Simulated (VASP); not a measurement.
# YSb (Fm-3m) in VASP: further runs

YSb is run at these levels: LDA; tasks: single point.

Everything below comes from runs of VASP 6.6.1. Logs are shortened: lines on timing, memory, paths and dates and some standing lists are left out, and cuts for length are marked.

**1. The cell of the first run**

It takes space group Fm-3m (No. 225, cubic). Conventional cell: a = 5.976 Å, b = 5.976 Å, c = 5.976 Å, α = 90.00°, β = 90.00°, γ = 90.00°. Y (site symmetry m-3m) has 6 Sb at 2.99 Å within 3.9 Å. Sb (site symmetry m-3m) has 6 Y at 2.99 Å within 3.9 Å.

**2. Single point, LDA**

The input, INCAR:

```
PREC     = Accurate       # precision mode
ENCUT    = 500            # plane-wave cutoff, eV
EDIFF    = 1E-6           # SCF threshold, eV
ISMEAR   = 0              # smearing method
SIGMA    = 0.05           # smearing width, eV
LREAL    = False          # projectors in reciprocal space
LASPH    = True           # aspherical terms in the spheres
NELM     = 120            # most SCF steps
ALGO     = Normal         # electronic algorithm
ISIF     = 2              # what is computed and relaxed
LWAVE    = False          # write WAVECAR
LCHARG   = True           # write CHGCAR
GGA      = CA             # functional
LELF     = True           # ELF
LVHAR    = True         
NBANDS   = 15             # bands
GGA_COMPAT= False
```

The input, KPOINTS:

```
regular mesh
0
Gamma
  7 7 7
```

The input, POSCAR:

```
YSb
1.0
    0.0000000000      2.9881896454      2.9881896454
    2.9881896454      0.0000000000      2.9881896454
    2.9881896454      2.9881896454      0.0000000000
Y Sb
1 1
Direct
    0.5000000000      0.5000000000      0.5000000000
    0.0000000000      0.0000000000      0.0000000000
```

Potentials or basis: VASP PAW LDA potentials, release 64 (Y_sv, Sb).

Command:

```console
$ cat potpaw_LDA.64/Y_sv/POTCAR potpaw_LDA.64/Sb/POTCAR > POTCAR
$ mpirun -np 1 vasp_std > vasp.out
```

OUTCAR:

```text
PREC = Accurate
   ENCUT = 500
   EDIFF = 1E-6
   ISMEAR = 0
   LREAL = False
   LASPH = True
   NELM = 120
   ISIF = 2
   GGA = CA

 ion  position               nearest neighbor table
   1  0.500  0.500  0.500-   2 2.99   2 2.99   2 2.99   2 2.99   2 2.99   2 2.99
   2  0.000  0.000  0.000-   1 2.99   1 2.99   1 2.99   1 2.99   1 2.99   1 2.99

  LATTYP: Found a face centered cubic cell.
 ALAT       =     5.9763792908

  Lattice vectors:

 A1 = (   0.0000000000,   2.9881896454,   2.9881896454)
 A2 = (   2.9881896454,   0.0000000000,   2.9881896454)
 A3 = (   2.9881896454,   2.9881896454,   0.0000000000)

Analysis of symmetry for initial positions (statically):
=====================================================================
 Subroutine PRICEL returns:
 Original cell was already a primitive cell.

 Routine SETGRP: Setting up the symmetry group for a
 face centered cubic supercell.

 Subroutine GETGRP returns: Found 48 space group operations
 (whereof 48 operations were pure point group operations)
 out of a pool of 48 trial point group operations.

The static configuration has the point symmetry O_h .

Analysis of symmetry for dynamics (positions and initial velocities):
=====================================================================
 Subroutine PRICEL returns:
 Original cell was already a primitive cell.

 Routine SETGRP: Setting up the symmetry group for a
 face centered cubic supercell.

 Subroutine GETGRP returns: Found 48 space group operations
 (whereof 48 operations were pure point group operations)
 out of a pool of 48 trial point group operations.

The dynamic configuration has the point symmetry O_h .

 Subroutine INISYM returns: Found 48 space group operations
 (whereof 48 operations are pure point group operations),
 and found     1 'primitive' translations

----------------------------------------------------------------------------------------

                                     Primitive cell

  volume of cell :      53.3647

  direct lattice vectors                    reciprocal lattice vectors
     0.000000000  2.988189645  2.988189645    -0.167325391  0.167325391  0.167325391
     2.988189645  0.000000000  2.988189645     0.167325391 -0.167325391  0.167325391
     2.988189645  2.988189645  0.000000000     0.167325391  0.167325391 -0.167325391

  length of vectors
     4.225938323  4.225938323  4.225938323     0.289816078  0.289816078  0.289816078

  position of ions in fractional coordinates (direct lattice)
     0.500000000  0.500000000  0.500000000
     0.000000000  0.000000000  0.000000000

  ion indices of the primitive-cell ions
   primitive index   ion index
                 1           1
                 2           2

[... 79 lines left out ...]
   EMIN   =  10.00;   EMAX   =-10.00  energy-range for DOS
   EFERMI =   0.00;   METHOD = LEGACY
   ISMEAR =     0;   SIGMA  =   0.05  broadening in eV -4-tet -1-fermi 0-gaus
   EFERMI_NEDOS =   21; number of points for ismear=-14 and -15
   IALGO  =     38    algorithm
   IMIX   =      4    mixing-type and parameters
     AMIX     =   0.40;   BMIX     =  1.00
     AMIX_MAG =   1.60;   BMIX_MAG =  1.00
  volume/ion in A,a.u.               =      26.68       180.06
  Fermi-wavevector in a.u.,A,eV,Ry     =   1.095713  2.070597 16.334967  1.200586
  Thomas-Fermi vector in A             =   2.232041
   LORBIT       =      0    0 simple, 1 ext, 2 COOP (PROOUT), +10 PAW based schemes
   GGA     = CA    functional components
   LHFCALC =     F    Hartree Fock is set to
   AEXX    =    0.0000 exact exchange contribution
   IVDW    =     0    specifies the selected vdW correction
   LEPSILON=     F    determine dielectric tensor
   LRPA    =     F    only Hartree local field effects (RPA)
 non-spin polarized calculation
 Gauss-broadening in eV      SIGMA  =   0.05
  energy-cutoff  :      500.00
  volume of cell :       53.36
 maximum number of plane-waves:      1374
   NGX = 15   NGY = 15   NGZ = 15

 number of electron      16.0000000 magnetization

 Free energy of the ion-electron system (eV)
  ---------------------------------------------------
  ext. energy  EPLUGINS =         0.00000000
  ---------------------------------------------------
  free energy    TOTEN  =       -14.20311036 eV

  energy without entropy =      -14.20210686  energy(sigma->0) =      -14.20260861

 E-fermi :   5.7277     XC(G=0): -10.3233

 val. band max:        5.6752853216   @ k =   0.2857   0.2857   0.0000
 cond. band min:       5.7478532166   @ k =   0.1429   0.1429   0.0000
 fundamental gap:      0.0725678950
 Fermi energy:         5.7277191659

 k-point     1 :       0.0000    0.0000    0.0000
  band No.  band energies     occupation
      1     -36.4120      2.00000
      2     -16.5385      2.00000
      3     -16.5385      2.00000
      4     -16.5385      2.00000
      5      -4.4233      2.00000
      6       6.7913      0.00000
      7       6.7913      0.00000
      8       6.7913      0.00000
      9       6.8789      0.00000
     10       6.8789      0.00000
     11       6.8789      0.00000
     12       7.6667      0.00000
     13       7.6667      0.00000
     14      10.6371      0.00000
[... 329 lines left out ...]
      2     -16.6373      2.00000
      3     -16.6342      2.00000
      4     -16.5806      2.00000
      5      -2.8153      2.00000
      6       2.9136      2.00000
      7       3.2134      2.00000
      8       3.9586      2.00000
      9       7.7269      0.00000
     10       8.6894      0.00000
     11       9.3876      0.00000
     12       9.7281      0.00000
     13      10.4883      0.00000
     14      13.3115      0.00000
     15      14.7442      0.00000

------------------------ aborting loop because EDIFF is reached ----------------------------------------

  FORCE on cell =-STRESS in cart. coord.  units (eV):
  Direction    XX          YY          ZZ          XY          YZ          ZX
  --------------------------------------------------------------------------------------
  -------------------------------------------------------------------------------------
  Total        1.0951744      1.0951744      1.0951744      0.0000000      0.0000000     -0.0000000
  in kB       32.8805734     32.8805734     32.8805734      0.0000000      0.0000000     -0.0000000
  external PRESSURE =      32.8805734 kB  Pullay stress =       0.0000000 kB

 VOLUME and BASIS-vectors are now :
 -----------------------------------------------------------------------------
  energy-cutoff  :      500.00
  volume of cell :       53.36
      direct lattice vectors                 reciprocal lattice vectors
     0.000000000  2.988189645  2.988189645    -0.167325391  0.167325391  0.167325391
     2.988189645  0.000000000  2.988189645     0.167325391 -0.167325391  0.167325391
     2.988189645  2.988189645  0.000000000     0.167325391  0.167325391 -0.167325391

 POSITION                                       TOTAL-FORCE (eV/Angst)
 -----------------------------------------------------------------------------------
      2.98819      2.98819      2.98819        -0.000000     -0.000000      0.000000
      0.00000      0.00000      0.00000         0.000000      0.000000     -0.000000
 -----------------------------------------------------------------------------------
    total drift:                               -0.000000     -0.000000      0.000000

  FREE ENERGIE OF THE ION-ELECTRON SYSTEM (eV)
  ---------------------------------------------------
  free  energy   TOTEN  =       -14.2031103597 eV

  energy  without entropy=      -14.2021068554  energy(sigma->0) =      -14.20260861
```

Wall time 42 s (1 thread of Intel Xeon 8259CL, shared host); peak memory 0.17 GiB.

What came out:

- Free energy: -14.2031 eV
- Pressure: 3.3 GPa
- Band gap on the k mesh: zero (bands 8 and 9 overlap by 1.58 eV)

Caveat: the cell stands under pressure; spin-orbit coupling is left out, which moves the levels of the heavy elements.

**3. Single point, LDA**

This run uses another cell than the first one, of 27.42 Å³/atom.

The input, INCAR:

```
SYSTEM = YSb
  PREC = Accurate
  ENCUT = 500
  EDIFF = 1E-6
  ISMEAR = 0
  SIGMA = 0.05
  LREAL = .FALSE.
  LASPH = .TRUE.
  NELM = 120
  ALGO = Normal
  ISIF = 2
  LWAVE = .FALSE.
  LCHARG = .FALSE.
  NBANDS = 15
  GGA_COMPAT = .FALSE.
```

The input, KPOINTS:

```
regular mesh
0
G
  7 7 7
  0 0 0
```

The input, POSCAR:

```
YSb
1.0
    0.0000000000      3.0156057607      3.0156057607
    3.0156057607      0.0000000000      3.0156057607
    3.0156057607      3.0156057607      0.0000000000
Y Sb
1 1
Direct
    0.5000000000      0.5000000000      0.5000000000
    0.0000000000      0.0000000000      0.0000000000
```

Potentials or basis: VASP PAW LDA potentials, release 64 (Y_sv, Sb).

Command:

```console
$ cat potpaw_LDA.64/Y_sv/POTCAR potpaw_LDA.64/Sb/POTCAR > POTCAR
$ mpirun -np 1 vasp_std > vasp.out
```

OUTCAR:

```text
SYSTEM = YSb
   PREC = Accurate
   ENCUT = 500
   EDIFF = 1E-6
   ISMEAR = 0
   LREAL = .FALSE.
   LASPH = .TRUE.
   NELM = 120
   ISIF = 2

 ion  position               nearest neighbor table
   1  0.500  0.500  0.500-   2 3.02   2 3.02   2 3.02   2 3.02   2 3.02   2 3.02
   2  0.000  0.000  0.000-   1 3.02   1 3.02   1 3.02   1 3.02   1 3.02   1 3.02

  LATTYP: Found a face centered cubic cell.
 ALAT       =     6.0312115214

  Lattice vectors:

 A1 = (   0.0000000000,   3.0156057607,   3.0156057607)
 A2 = (   3.0156057607,   0.0000000000,   3.0156057607)
 A3 = (   3.0156057607,   3.0156057607,   0.0000000000)

Analysis of symmetry for initial positions (statically):
=====================================================================
 Subroutine PRICEL returns:
 Original cell was already a primitive cell.

 Routine SETGRP: Setting up the symmetry group for a
 face centered cubic supercell.

 Subroutine GETGRP returns: Found 48 space group operations
 (whereof 48 operations were pure point group operations)
 out of a pool of 48 trial point group operations.

The static configuration has the point symmetry O_h .

Analysis of symmetry for dynamics (positions and initial velocities):
=====================================================================
 Subroutine PRICEL returns:
 Original cell was already a primitive cell.

 Routine SETGRP: Setting up the symmetry group for a
 face centered cubic supercell.

 Subroutine GETGRP returns: Found 48 space group operations
 (whereof 48 operations were pure point group operations)
 out of a pool of 48 trial point group operations.

The dynamic configuration has the point symmetry O_h .

 Subroutine INISYM returns: Found 48 space group operations
 (whereof 48 operations are pure point group operations),
 and found     1 'primitive' translations

----------------------------------------------------------------------------------------

                                     Primitive cell

  volume of cell :      54.8471

  direct lattice vectors                    reciprocal lattice vectors
     0.000000000  3.015605761  3.015605761    -0.165804167  0.165804167  0.165804167
     3.015605761  0.000000000  3.015605761     0.165804167 -0.165804167  0.165804167
     3.015605761  3.015605761  0.000000000     0.165804167  0.165804167 -0.165804167

[... 115 lines left out ...]

 number of electron      16.0000001 magnetization

 Free energy of the ion-electron system (eV)
  ---------------------------------------------------
  ext. energy  EPLUGINS =         0.00000000
  ---------------------------------------------------
  free energy    TOTEN  =       -14.22366939 eV

  energy without entropy =      -14.22222936  energy(sigma->0) =      -14.22294937

 E-fermi :   5.5009     XC(G=0): -10.2045

 val. band max:        5.4890080381   @ k =   0.2857   0.2857   0.0000
 cond. band min:       5.5067044224   @ k =   0.1429   0.1429   0.0000
 fundamental gap:      0.0176963843
 Fermi energy:         5.5008607792

 k-point     1 :       0.0000    0.0000    0.0000
  band No.  band energies     occupation
      1     -36.7488      2.00000
      2     -16.8641      2.00000
      3     -16.8641      2.00000
      4     -16.8641      2.00000
      5      -4.5475      2.00000
      6       6.5021      0.00000
      7       6.5021      0.00000
      8       6.5021      0.00000
      9       6.6491      0.00000
     10       6.6491      0.00000
     11       6.6491      0.00000
     12       7.3941      0.00000
     13       7.3941      0.00000
     14      10.1415      0.00000
[... 329 lines left out ...]
      2     -16.9517      2.00000
      3     -16.9487      2.00000
      4     -16.9017      2.00000
      5      -3.0049      2.00000
      6       2.7297      2.00000
      7       3.0176      2.00000
      8       3.7537      2.00000
      9       7.4574      0.00000
     10       8.3942      0.00000
     11       9.0318      0.00000
     12       9.3851      0.00000
     13      10.0932      0.00000
     14      12.8700      0.00000
     15      14.3522      0.00000

------------------------ aborting loop because EDIFF is reached ----------------------------------------

  FORCE on cell =-STRESS in cart. coord.  units (eV):
  Direction    XX          YY          ZZ          XY          YZ          ZX
  --------------------------------------------------------------------------------------
  -------------------------------------------------------------------------------------
  Total        0.4074591      0.4074591      0.4074591      0.0000000      0.0000000      0.0000000
  in kB       11.9025750     11.9025750     11.9025750      0.0000000      0.0000000      0.0000000
  external PRESSURE =      11.9025750 kB  Pullay stress =       0.0000000 kB

 VOLUME and BASIS-vectors are now :
 -----------------------------------------------------------------------------
  energy-cutoff  :      500.00
  volume of cell :       54.85
      direct lattice vectors                 reciprocal lattice vectors
     0.000000000  3.015605761  3.015605761    -0.165804167  0.165804167  0.165804167
     3.015605761  0.000000000  3.015605761     0.165804167 -0.165804167  0.165804167
     3.015605761  3.015605761  0.000000000     0.165804167  0.165804167 -0.165804167

 POSITION                                       TOTAL-FORCE (eV/Angst)
 -----------------------------------------------------------------------------------
      3.01561      3.01561      3.01561         0.000000      0.000000     -0.000000
      0.00000      0.00000      0.00000        -0.000000     -0.000000      0.000000
 -----------------------------------------------------------------------------------
    total drift:                               -0.000000     -0.000000      0.000000

  FREE ENERGIE OF THE ION-ELECTRON SYSTEM (eV)
  ---------------------------------------------------
  free  energy   TOTEN  =       -14.2236693867 eV

  energy  without entropy=      -14.2222293569  energy(sigma->0) =      -14.22294937
```

stdout:

```text
POSCAR found type information on POSCAR Y Sb
 POSCAR found :  2 types and       2 ions
 scaLAPACK will be used
 LDA part: xc-table for (Slater(with rela. corr.)+CA(PZ))
 , standard interpolation
 POSCAR, INCAR and KPOINTS ok, starting setup
 FFT: planning ... GRIDC
 FFT: planning ... GRID_SOFT
 FFT: planning ... GRID
 WAVECAR not read
 entering main loop
```

It used 27 s of CPU time on 1 thread of Intel Xeon 8259CL, with other jobs on the host.

What came out:

```
Free energy            : -14.2237 eV
Pressure               : 1.2 GPa
Band gap on the k mesh : zero (bands 8 and 9 overlap by 1.46 eV)
```

Caveat: spin-orbit coupling is left out, which moves the levels of the heavy elements.

**4. Single point, LDA**

This run uses another cell than the first one, of 28.16 Å³/atom.

The input, INCAR:

```
ALGO = Normal
EDIFF = 1E-6
ENCUT = 500
GGA_COMPAT = F
ISIF = 2
ISMEAR = 0
LASPH = T
LCHARG = T
LELF = T
LREAL = F
LVHAR = T
LWAVE = F
NBANDS = 15
NELM = 120
PREC = Accurate
SIGMA = 0.05
```

The input, KPOINTS:

```
k-points
0
Gamma
  7 7 7
```

The input, POSCAR:

```
YSb
1.0
    0.0000000000      3.0425322369      3.0425322369
    3.0425322369      0.0000000000      3.0425322369
    3.0425322369      3.0425322369      0.0000000000
Y Sb
1 1
Direct
    0.5000000000      0.5000000000      0.5000000000
    0.0000000000      0.0000000000      0.0000000000
```

Command:

```console
$ cat potpaw_LDA.64/Y_sv/POTCAR potpaw_LDA.64/Sb/POTCAR > POTCAR
$ mpirun -np 1 vasp_std > vasp.out
```

It used 27 s of CPU time on 1 thread of Intel Xeon 8259CL (shared host).

Results (log left out):

| Item | Value |
| --- | --- |
| Free energy | -14.2262 eV |
| Pressure | -0.6 GPa |
| Band gap on the k mesh | zero (bands 8 and 9 overlap by 1.35 eV) |

Levels at points of the mesh, in eV from the Fermi level:
```csv
k point,band 4,band 5,band 6,band 7,band 8,band 9,band 10,band 11,band 12,band 13
"(0.00, 0.00, 0.00)",-22.47,-9.95,0.94,0.94,0.94,1.14,1.14,1.14,1.85,1.85
```

Caveat: spin-orbit coupling is left out, which moves the levels of the heavy elements.

(Part 1 of 2 ends here.)
